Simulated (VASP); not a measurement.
**In3BiP2: single point with PBE**

The system is In3BiP2.

```xyz
6
Lattice="4.3610 0.0000 0.0000 -2.1805 3.7767 0.0000 0.0000 0.0000 10.7965" Properties=species:S:1:pos:R:3 pbc="T T T"
P     0.0000    0.0000    0.1524
P     0.0000    2.5178    3.4840
Bi    2.1805    1.2589    7.1349
In    0.0000    2.5178    0.9028
In    2.1805    1.2589    4.2141
In    0.0000    0.0000    8.4039
```

```yaml
Program: VASP 6.6.1
Task: single point
Functional: PBE
Potentials_or_basis: VASP PAW PBE potentials, release 64 (P, Bi_d, In_d)
Cutoff: 520 eV
k_mesh: 12 × 12 × 4
Occupations: fermi-dirac, width 0.02 eV
Spin: no spin polarisation
Dipole_correction: no
Further_INCAR_settings: ALGO = Normal; EDIFF = 1e-07; NBANDS = 41
```

| Item | Value |
| --- | --- |
| Pressure | 1.6 GPa |
| Largest force | 0.089 eV/Å |
| Band gap on the k mesh | zero (bands 32 and 33 overlap by 0.05 eV) |

Forces on the atoms (eV/Å):
```
P    0.000  0.000  0.007
P    0.000  0.000 -0.036
Bi   0.000  0.000 -0.089
In   0.000  0.000  0.023
In   0.000  0.000  0.018
In   0.000  0.000  0.078
```

Stress tensor (GPa, compression positive):
```
1.45 0.00 0.00
0.00 1.45 0.00
0.00 0.00 1.79
```

Levels at points of the mesh, in eV from the Fermi level:
```csv
k point,band 30,band 31,band 32,band 33,band 34,band 35
"(0.00, 0.00, 0.00)",-1.27,-1.02,-0.30,0.17,0.17,0.93
"(0.50, 0.00, 0.00)",-2.65,-2.55,-1.26,0.61,0.84,1.05
"(0.00, 0.00, 0.50)",-1.65,-0.32,-0.15,0.11,0.11,1.18
"(0.50, 0.00, 0.50)",-2.66,-1.74,-1.16,-0.05,0.74,1.48
```

Run time: 10 min on 1 thread of AMD EPYC 7R13 Processor (Zen 3) (shared host), peak memory 0.52 GiB.

Caveat: spin-orbit coupling is left out, which moves the levels of the heavy elements.
